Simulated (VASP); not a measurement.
A run of VASP 6.6.1 is set up as follows.

The input INCAR:

```
ALGO = Normal
EDIFF = 1E-6
ENCUT = 520
GGA = PS
ISIF = 2
ISMEAR = 0
LASPH = T
LCHARG = F
LREAL = F
LWAVE = F
NBANDS = 35
NELM = 80
PREC = Accurate
SIGMA = 0.05
```

KPOINTS

```
k-points
0
Gamma
  1 1 13
```

The input POSCAR:

```
H2C5
1.0
   15.8000000000      0.0000000000      0.0000000000
    0.0000000000      9.3000000000      0.0000000000
    0.0000000000      0.0000000000      4.2947272943
C H
10 4
Direct
    0.6539732330      0.5000000000      0.3407989167
    0.5000000000      0.5000000000      0.3330895404
    0.5779175682      0.5000000000      0.8334835748
    0.3460267670      0.5000000000      0.3407989167
    0.4220824318      0.5000000000      0.8334835748
    0.5779175682      0.5000000000      0.1665164252
    0.6539732330      0.5000000000      0.6592010833
    0.4220824318      0.5000000000      0.1665164252
    0.5000000000      0.5000000000      0.6669104596
    0.3460267670      0.5000000000      0.6592010833
    0.7147631624      0.5000000000      0.2201001380
    0.2852368376      0.5000000000      0.2201001380
    0.7147631624      0.5000000000      0.7798998620
    0.2852368376      0.5000000000      0.7798998620
```

Potentials or basis: VASP PAW PBE potentials, release 64 (C, H).

Launch:

```sh
$ cat potpaw_PBE.64/C/POTCAR potpaw_PBE.64/H/POTCAR > POTCAR
$ mpirun -np 1 vasp_std > vasp.out
```

Estimate the largest force.

0.035 eV/Å.

What does it give for the band gap on the k mesh?

0.43 eV.

Forces on the atoms (eV/Å):
```
C    0.021  0.000 -0.028
C    0.000  0.000 -0.001
C    0.002  0.000  0.009
C   -0.021  0.000 -0.028
C   -0.002  0.000  0.009
C    0.002  0.000 -0.009
C    0.021  0.000  0.028
C   -0.002  0.000 -0.009
C    0.000  0.000  0.001
C   -0.021  0.000  0.028
H    0.031  0.000 -0.012
H   -0.031  0.000 -0.012
H    0.031  0.000  0.012
H   -0.031  0.000  0.012
```

Caveat: the PAW data sets were made with another functional, which shifts forces and pressure a little.
